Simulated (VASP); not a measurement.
# ZnSe in VASP: a series of runs, part 2 of 2

VASP 6.6.1.

## Step 4: Single point, PBEsol (uniaxial strain along c: -2.0 %)

File INCAR:

```
  PREC = Accurate
  ENCUT = 520
  EDIFF = 1E-7
  ISMEAR = 0
  SIGMA = 0.02
  LREAL = False
  LASPH = True
  NELM = 100
  ALGO = Normal
  ISIF = 2
  LWAVE = False
  LCHARG = False
  GGA = PS
  NBANDS = 26
```

File KPOINTS:

```
regular mesh
0
Gamma
  8 8 6
```

File POSCAR:

```
ZnSe
1.0
    2.8307067855      2.8307067855      0.0000000000
   -2.8307067855      2.8307067855      0.0000000000
    0.0000000000      0.0000000000      5.5205823876
Zn Se
2 2
Direct
    0.0000000000      0.0000000000      0.0000000000
    0.5000000000      0.5000000000      0.5000000000
    0.5000000000      0.0000000000      0.2500000000
    0.0000000000      0.5000000000      0.7500000000
```

Potentials or basis: VASP PAW PBE potentials, release 64 (Zn, Se).

Launch:

```
$ cat potpaw_PBE.64/Zn/POTCAR potpaw_PBE.64/Se/POTCAR > POTCAR
$ mpirun -np 1 vasp_std > vasp.out
```

OUTCAR:

```text
PREC = Accurate
   ENCUT = 520
   EDIFF = 1E-7
   ISMEAR = 0
   LREAL = False
   LASPH = True
   NELM = 100
   ISIF = 2
   GGA = PS

 ion  position               nearest neighbor table
   1  0.000  0.000  0.000-   3 2.43   4 2.43   4 2.43   3 2.43
   2  0.500  0.500  0.500-   3 2.43   4 2.43   3 2.43   4 2.43
   3  0.500  0.000  0.250-   1 2.43   2 2.43   2 2.43   1 2.43
   4  0.000  0.500  0.750-   1 2.43   2 2.43   1 2.43   2 2.43

  LATTYP: Found a simple tetragonal cell.
 ALAT       =     4.0032239272
 C/A-ratio  =     1.3790341205

  Lattice vectors:

 A1 = (   2.8307067855,   2.8307067855,   0.0000000000)
 A2 = (  -2.8307067855,   2.8307067855,   0.0000000000)
 A3 = (   0.0000000000,   0.0000000000,   5.5205823876)

Analysis of symmetry for initial positions (statically):
=====================================================================
 Subroutine PRICEL returns following result:

  LATTYP: Found a body centered tetragonal cell.
 ALAT       =     4.0032239272
 C/A-ratio  =     1.3790341205

  Lattice vectors:

 A1 = (   0.0000000000,  -2.8307067855,  -2.7602911938)
 A2 = (   0.0000000000,   2.8307067855,  -2.7602911938)
 A3 = (   2.8307067855,   0.0000000000,   2.7602911938)

   2 primitive cells build up your supercell.

 Routine SETGRP: Setting up the symmetry group for a
 simple tetragonal supercell.

 Subroutine GETGRP returns: Found  8 space group operations
 (whereof  8 operations were pure point group operations)
 out of a pool of 16 trial point group operations.

The static configuration has the point symmetry D_2d.

Analysis of symmetry for dynamics (positions and initial velocities):
=====================================================================
 Subroutine PRICEL returns following result:

  LATTYP: Found a body centered tetragonal cell.
 ALAT       =     4.0032239272
 C/A-ratio  =     1.3790341205

  Lattice vectors:

 A1 = (   0.0000000000,  -2.8307067855,  -2.7602911938)
 A2 = (   0.0000000000,   2.8307067855,  -2.7602911938)
 A3 = (   2.8307067855,   0.0000000000,   2.7602911938)

   2 primitive cells build up your supercell.

 Routine SETGRP: Setting up the symmetry group for a
 simple tetragonal supercell.

 Subroutine GETGRP returns: Found  8 space group operations
 (whereof  8 operations were pure point group operations)
 out of a pool of 16 trial point group operations.

The dynamic configuration has the point symmetry D_2d.

 Subroutine INISYM returns: Found  8 space group operations
 (whereof  8 operations are pure point group operations),
 and found     2 'primitive' translations

----------------------------------------------------------------------------------------

                                     Primitive cell

  volume of cell :      44.2359

  direct lattice vectors                    reciprocal lattice vectors
     0.000000000 -2.830706785 -2.760291194     0.176634331 -0.176634331 -0.181140309
[... 26 lines left out ...]
     0.022079291  0.022079291  0.000000000     0.125000000  0.000000000  0.000000000
    -0.022079291  0.022079291  0.000000000     0.000000000  0.125000000  0.000000000
     0.000000000  0.000000000  0.030190052     0.000000000  0.000000000  0.166666667

  Length of vectors
     0.031224833  0.031224833  0.030190052

  Shift w.r.t. Gamma in fractional coordinates (k-lattice)
     0.000000000  0.000000000  0.000000000

 Subroutine IBZKPT returns following result:
 ===========================================

 Found     60 irreducible k-points:

 Following reciprocal coordinates:
            Coordinates               Weight
  0.000000  0.000000  0.000000      1.000000
  0.125000  0.000000  0.000000      4.000000
  0.250000  0.000000  0.000000      4.000000
  0.375000  0.000000  0.000000      4.000000
  0.500000  0.000000  0.000000      2.000000
  0.125000  0.125000  0.000000      4.000000
[... 16 lines left out ...]
  0.375000  0.125000  0.166667     16.000000
  0.500000  0.125000  0.166667      8.000000
 [... further k-points ...]
   k-points           NKPTS =     60   k-points in BZ     NKDIM =     60   number of bands    NBANDS=     26
   number of dos      NEDOS =    301   number of ions     NIONS =      4
   total plane-waves  NPLWV =  37800
   dimension x,y,z NGX =    30 NGY =   30 NGZ =   42
   dimension x,y,z NGXF=    60 NGYF=   60 NGZF=   84
   ions per type =               2   2
   NGX,Y,Z   is equivalent  to a cutoff of  12.46, 12.46, 12.65 a.u.
   NGXF,Y,Z  is equivalent  to a cutoff of  24.92, 24.92, 25.30 a.u.
 SYSTEM =  unknown system
   PREC   = accura    normal or accurate (medium, high low for compatibility)
   ISTART =      0    job   : 0-new  1-cont  2-samecut
   ICHARG =      2    charge: 1-file 2-atom 10-const
   ISPIN  =      1    spin polarized calculation?
   LNONCOLLINEAR =      F non collinear calculations
   LSORBIT =      F    spin-orbit coupling
   LASPH  =      T    aspherical Exc in radial PAW
   ENCUT  =  520.0 eV  38.22 Ry    6.18 a.u.   7.44  7.44 10.26*2*pi/ulx,y,z
   NELM   =    100;   NELMIN=  2; NELMDL= -5     # of ELM steps
   EDIFF  = 0.1E-06   stopping-criterion for ELM
   LREAL  =      F    real-space projection
   EDIFFG = 0.1E-05   stopping-criterion for IOM
   NSW    =      0    number of steps for IOM
   IBRION =     -1    ionic relax: 0-MD 1-quasi-New 2-CG
   NFREE  =      0    steps in history (QN), initial steepest desc. (CG)
   ISIF   =      2    stress and relaxation
   ISYM   =      2    0-nonsym 1-usesym 2-fastsym
   POTIM  = 0.5000    time-step for ionic-motion
   TEBEG  =    0.0;   TEEND  =   0.0 temperature during run
   PSTRESS=    0.0 pullay stress
   NELECT =      36.0000    total number of electrons
   NUPDOWN=      -1.0000    fix difference up-down
   EMIN   =  10.00;   EMAX   =-10.00  energy-range for DOS
   EFERMI =   0.00;   METHOD = LEGACY
   ISMEAR =     0;   SIGMA  =   0.02  broadening in eV -4-tet -1-fermi 0-gaus
   EFERMI_NEDOS =   21; number of points for ismear=-14 and -15
   IALGO  =     38    algorithm
   IMIX   =      4    mixing-type and parameters
     AMIX     =   0.40;   BMIX     =  1.00
     AMIX_MAG =   1.60;   BMIX_MAG =  1.00
  volume/ion in A,a.u.               =      22.12       149.26
  Fermi-wavevector in a.u.,A,eV,Ry     =   1.213130  2.292484 20.023491  1.471685
  Thomas-Fermi vector in A             =   2.348592
   LORBIT       =      0    0 simple, 1 ext, 2 COOP (PROOUT), +10 PAW based schemes
   GGA     = PS    functional components
   LHFCALC =     F    Hartree Fock is set to
   AEXX    =    0.0000 exact exchange contribution
   IVDW    =     0    specifies the selected vdW correction
   LEPSILON=     F    determine dielectric tensor
   LRPA    =     F    only Hartree local field effects (RPA)
 non-spin polarized calculation
 Gauss-broadening in eV      SIGMA  =   0.02
  energy-cutoff  :      520.00
  volume of cell :       88.47
 maximum number of plane-waves:      2421
 NGX is ok and might be reduce to    30
   NGX = 15   NGY = 15   NGZ = 21

 number of electron      36.0000058 magnetization

 Free energy of the ion-electron system (eV)
  ---------------------------------------------------
  ext. energy  EPLUGINS =         0.00000000
  ---------------------------------------------------
  free energy    TOTEN  =       -13.54012584 eV

  energy without entropy =      -13.54012584  energy(sigma->0) =      -13.54012584

 E-fermi :   1.8850     XC(G=0):  -9.6570

 val. band max:        1.7949696234   @ k =   0.0000   0.0000   0.0000
 cond. band min:       3.0177295528   @ k =   0.0000   0.0000   0.0000
 fundamental gap:      1.2227599294
 Fermi energy:         1.8849962767

 k-point     1 :       0.0000    0.0000    0.0000
  band No.  band energies     occupation
      1     -11.7372      2.00000
      2     -10.5733      2.00000
      3      -4.9326      2.00000
      4      -4.9326      2.00000
      5      -4.9242      2.00000
      6      -4.9214      2.00000
[... 685 lines left out ...]
     25       9.8266      0.00000
     26       9.8266      0.00000

 [... further k-points ...]
[... 5 lines left out ...]
  --------------------------------------------------------------------------------------
  -------------------------------------------------------------------------------------
  Total        0.3781231      0.3781231      0.8437810      0.0000000     -0.0000000      0.0000000
  in kB        6.8476122      6.8476122     15.2804329      0.0000000     -0.0000000      0.0000000
  external PRESSURE =       9.6585524 kB  Pullay stress =       0.0000000 kB

 VOLUME and BASIS-vectors are now :
 -----------------------------------------------------------------------------
  energy-cutoff  :      520.00
  volume of cell :       88.47
      direct lattice vectors                 reciprocal lattice vectors
     2.830706785  2.830706785  0.000000000     0.176634331  0.176634331  0.000000000
    -2.830706785  2.830706785  0.000000000    -0.176634331  0.176634331  0.000000000
     0.000000000  0.000000000  5.520582388     0.000000000  0.000000000  0.181140309

 POSITION                                       TOTAL-FORCE (eV/Angst)
 -----------------------------------------------------------------------------------
      0.00000      0.00000      0.00000        -0.000000      0.000000     -0.000000
      0.00000      2.83071      2.76029         0.000000      0.000000     -0.000000
      1.41535      1.41535      1.38015         0.000000     -0.000000      0.000000
     -1.41535      1.41535      4.14044         0.000000     -0.000000      0.000000
 -----------------------------------------------------------------------------------
    total drift:                               -0.000000      0.000000      0.000000

  FREE ENERGIE OF THE ION-ELECTRON SYSTEM (eV)
  ---------------------------------------------------
  free  energy   TOTEN  =       -13.5401258392 eV

  energy  without entropy=      -13.5401258392  energy(sigma->0) =      -13.54012584
```

stdout:

```text
POSCAR found type information on POSCAR ZnSe
 POSCAR found :  2 types and       4 ions
 scaLAPACK will be used
 -----------------------------------------------------------------------------
|                                                                             |
|                                                                             |
|     You enforced a specific xc type in the INCAR file but a different       |
|     I HOPE YOU KNOW WHAT YOU ARE DOING!                                     |
|                                                                             |
 -----------------------------------------------------------------------------

 LDA part: xc-table for (Slater+PW92), standard interpolation
 POSCAR, INCAR and KPOINTS ok, starting setup
 FFT: planning ... GRIDC
 FFT: planning ... GRID_SOFT
 FFT: planning ... GRID
 WAVECAR not read
 entering main loop
```

Wall time 68 s (1 thread of AMD EPYC 9R45 (Zen 5), shared host); peak memory 0.23 GiB.

What came out:

```
Free energy            : -13.5401 eV
Pressure               : 1.0 GPa
Band gap on the k mesh : 1.22 eV
```

Stress tensor (GPa, compression positive):
```
0.68 0.00 0.00
0.00 0.68 0.00
0.00 0.00 1.53
```

Caveat: the cell differs from its parent crystal (uniaxial strain along c: -2.0 %); the PAW data sets were made with another functional, which shifts forces and pressure a little.

## Step 5: Single point, PBEsol (uniaxial strain along c: -2.0 %, then relaxed in part)

File INCAR:

```
SYSTEM = ZnSe
ALGO = Normal
EDIFF = 1E-6
ENCUT = 520
GGA = PS
ISIF = 2
ISMEAR = 0
LASPH = .TRUE.
LCHARG = .FALSE.
LREAL = .FALSE.
LWAVE = .FALSE.
NBANDS = 26
NELM = 100
PREC = Accurate
SIGMA = 0.02
```

File KPOINTS:

```
k-points
0
G
  8 8 6
  0 0 0
```

Edit POSCAR of step 4 so:

```diff
@@ -2,4 +2,4 @@
 1.0
-    2.8307067855      2.8307067855      0.0000000000
-   -2.8307067855      2.8307067855      0.0000000000
+    2.8382484221      2.8382484221      0.0000000000
+   -2.8382484221      2.8382484221      0.0000000000
     0.0000000000      0.0000000000      5.5205823876
```

Launch:

```
$ cat potpaw_PBE.64/Zn/POTCAR potpaw_PBE.64/Se/POTCAR > POTCAR
$ mpirun -np 1 vasp_std > vasp.out
```

Run time: 64 s. Hardware: 1 thread of AMD EPYC 9R45 (Zen 5), shared host; peak memory 0.23 GiB.

Results (log left out):

```
Free energy            : -13.5415 eV
Pressure               : 0.6 GPa
Band gap on the k mesh : 1.20 eV
```

Stress tensor (GPa, compression positive):
```
0.31 0.00 0.00
0.00 0.31 0.00
0.00 0.00 1.24
```

Levels at points of the mesh, in eV from the valence-band top:
```
           k point  band 15  band 16  band 17  band 18  band 19  band 20  band 21  band 22
(0.00, 0.00, 0.00)    -2.46    -0.10    -0.10     0.00     1.19     2.64     3.13     5.66
(0.50, 0.00, 0.00)    -2.66    -2.66    -1.11    -1.11     3.97     3.97     6.22     6.22
(0.50, 0.50, 0.00)    -2.33    -2.33    -2.28    -2.28     2.76     2.76     3.39     3.39
(0.00, 0.00, 0.50)    -1.45    -1.45    -1.45    -1.45     3.64     3.64     3.95     3.95
(0.50, 0.00, 0.50)    -1.06    -1.06    -0.89    -0.89     2.41     2.41     6.12     6.12
(0.50, 0.50, 0.50)    -2.94    -2.94    -2.90    -2.90     5.43     5.43     5.71     5.71
```

Caveat: the cell differs from its parent crystal (uniaxial strain along c: -2.0 %, then relaxed in part); the PAW data sets were made with another functional, which shifts forces and pressure a little.

## Step 6: The runs side by side

```tsv
cell	gap on the mesh (eV)	pressure (GPa)
a = 3.983, b = 3.983, c = 5.633 Å, 4 atoms	1.24	0.3
a = 4.063, b = 4.063, c = 5.746 Å, 4 atoms	1.01	-3.1
a = 4.003, b = 4.003, c = 5.521 Å, 4 atoms	1.22	1.0
a = 4.014, b = 4.014, c = 5.521 Å, 4 atoms	1.20	0.6
```

Alike in all rows: task single point; level PBEsol; potentials or basis VASP PAW PBE potentials, release 64 (Zn, Se); no spin polarisation; k mesh 8 × 8 × 6; cutoff (eV) 520; smearing gaussian 0.02 eV.

Caveats: the PAW data sets were made with another functional, which shifts forces and pressure a little.

Total energies depend on the potentials used, so only differences within one code and one set of settings carry meaning.
